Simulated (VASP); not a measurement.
Here is a VASP 6.6.1 calculation.

File INCAR:

```
  PREC = Accurate
  ENCUT = 520
  EDIFF = 1E-7
  ISMEAR = -1
  SIGMA = 0.05
  LREAL = False
  LASPH = True
  NELM = 100
  ALGO = Normal
  ISIF = 2
  LWAVE = False
  LCHARG = False
  GGA = PE
  NBANDS = 12
```

Contents of KPOINTS:

```
regular mesh
0
Gamma
  17 17 16
```

POSCAR

```
Cu
1.0
    2.2808046069      0.0000000000      0.0000000000
   -1.1404023034      1.9752347306      0.0000000000
    0.0000000000      0.0000000000      2.1949017144
Cu
1
Direct
    0.0000000000      0.0000000000      0.0000000000
```

Potentials or basis: VASP PAW PBE potentials, release 64 (Cu).

Command:

```console
$ cat potpaw_PBE.64/Cu/POTCAR > POTCAR
$ mpirun -np 1 vasp_std > vasp.out
```

Task: What does it give for the pressure?

Result: 64.5 GPa.

Stress tensor (GPa, compression positive):
```
64.67  0.00  0.00
 0.00 64.67  0.00
 0.00  0.00 64.22
```
